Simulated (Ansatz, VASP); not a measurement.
# Two plane-wave programs on Cu

The input POSCAR:

```
Cu
1.0
    0.0000000000      1.8235162715      1.8235162715
    1.8235162715      0.0000000000      1.8235162715
    1.8235162715      1.8235162715      0.0000000000
Cu
1
Direct
    0.0000000000      0.0000000000      0.0000000000
```

INCAR.step1

```
SYSTEM = Cu
ALGO = Normal
EDIFF = 1E-4
ENCUT = 520
GGA = PE
ISMEAR = 0
LASPH = .True.
LCHARG = .False.
LREAL = .False.
LWAVE = .True.
NBANDS = 12
NELM = 80
PREC = Accurate
SIGMA = 0.1
```

INCAR.step2

```
SYSTEM = Cu
ALGO = Normal
EDIFF = 1E-6
ENCUT = 520
ISIF = 2
ISMEAR = 0
ISTART = 1
LASPH = .True.
LCHARG = .False.
LMIXTAU = .True.
LREAL = .False.
LWAVE = .False.
METAGGA = R2SCAN
NBANDS = 12
NELM = 80
PREC = Accurate
SIGMA = 0.1
```

The input KPOINTS:

```
k-points
0
Gamma
  20 20 20
  0 0 0
```

Input for Ansatz:

```yaml
crystal:
  lattice:
    - [0.0, 1.8235162681, 1.8235162681]
    - [1.8235162681, 0.0, 1.8235162681]
    - [1.8235162681, 1.8235162681, 0.0]
  atoms:
    - { symbol: Cu, position: [0.0, 0.0, 0.0] }
basis:
  ecutwfc: 500
kpoints:
  mp_grid: { grid: [20, 20, 20] }
hamiltonian:
  xc: r2scan
scf:
  occupations: { method: gaussian, width: 0.1 }
output:
  forces: true
  stress: true
  eigenvalues: true
```

Alike in both runs: task single point; functional r2SCAN; k mesh 20 × 20 × 20; occupations gaussian, width 0.1 eV; no spin polarisation.

|  | VASP | Ansatz |
| --- | --- | --- |
| version | VASP 6.6.1 | Ansatz 0.2.0 |
| potentials or method | VASP PAW PBE potentials, release 64 (Cu), cutoff 520 eV | scalar-relativistic, plane waves, PAW |
| valence electrons in the cell | 11 | 19 |

```csv
,VASP,Ansatz,Ansatz less VASP
gap on the k mesh at the Fermi level (eV),none,none,-
pressure (GPa),-7.6,-8.2,-0.57
```

VASP's potentials were made for PBE, not for r2SCAN. A gap of «none» marks a metal or a gap that the smearing closes. With one functional, cell and mesh, what is left measures potentials, basis and numerics. VASP's potentials hold 11 valence electrons a cell and Ansatz's 19, so a difference there can come from the potentials and not from the codes.
